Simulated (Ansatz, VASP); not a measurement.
GaSb in VASP and in Ansatz

```
CELL_PARAMETERS angstrom
-1.54738 2.46017 2.75335
1.54738 -2.46017 2.75335
1.54738 2.46017 -2.75335
ATOMIC_POSITIONS crystal
Ga 0.00000 0.00000 0.00000
Sb 0.50000 0.50000 0.00000
```

Change from the starting cell: volume 20.963 Å^3 an atom, stretch along a over the lengths across it, relative to the relaxed cell 1.0000.

Alike in both runs: task single point; functional LDA; k mesh 18 × 18 × 18; occupations gaussian, width 0.15 eV; no spin polarisation.

|  | VASP | Ansatz |
| --- | --- | --- |
| version | VASP 6.6.1 | Ansatz 0.2.0 |
| potentials or method | VASP PAW LDA potentials, release 64 (Ga_d, Sb), cutoff 520 eV | scalar-relativistic, plane waves, PAW |
| valence electrons in the cell | 18 | 28 |

|  | VASP | Ansatz | Ansatz less VASP |
| --- | --- | --- | --- |
| gap on the k mesh at the Fermi level (eV) | none | none | - |
| pressure (GPa) | 4.3 | 4.1 | -0.18 |
| traceless stress, the component that is largest in VASP (GPa) | -0.18 | -0.17 | +0.017 |

Ansatz warns that its potentials were made for another functional, while VASP's fit it. LDA's correlation is that of Perdew and Zunger in VASP and of Perdew and Wang (1992) in Ansatz. A gap of «none» marks a metal or a gap that the smearing closes. VASP's potentials hold 18 valence electrons a cell and Ansatz's 28, so a difference there can come from the potentials and not from the codes.

Neither program's run includes spin-orbit coupling.
